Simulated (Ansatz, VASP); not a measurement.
**CaS in VASP and in Ansatz**

```
CELL_PARAMETERS angstrom
-0.01409 2.81013 2.81013
2.81013 -0.01409 2.81013
2.81013 2.81013 -0.01409
ATOMIC_POSITIONS crystal
Ca 0.00000 0.00000 0.00000
S 0.50000 0.50000 0.50000
```

Change from the starting cell: equal xy, yz and zx engineering shears of -0.5 %.

Alike in both runs: functional PBEsol; k mesh 8 × 8 × 8; no spin polarisation.

Ansatz relaxed the structure, and its values are those at the end. VASP's run is a single point on that final structure, the one shown.

|  | VASP | Ansatz |
| --- | --- | --- |
| version | VASP 6.6.1 | Ansatz 0.2.0 |
| potentials or method | VASP PAW PBE potentials, release 64 (Ca_sv, S), cutoff 500 eV | all-electron LAPW, scalar-relativistic |
| occupations | gaussian, width 0.01 eV | fixed |

Ansatz gave:

| Quantity | Value |
| --- | --- |
| gap on the k mesh at the Fermi level (eV) | 2.13 |
| pressure (GPa) | 0.0 |

Estimate VASP's values.

gap on the k mesh at the Fermi level (eV): 2.13; pressure (GPa): 0.2.

VASP's potentials were made for PBE, not for PBEsol. Ansatz ran all-electron here, and VASP with PAW potentials.
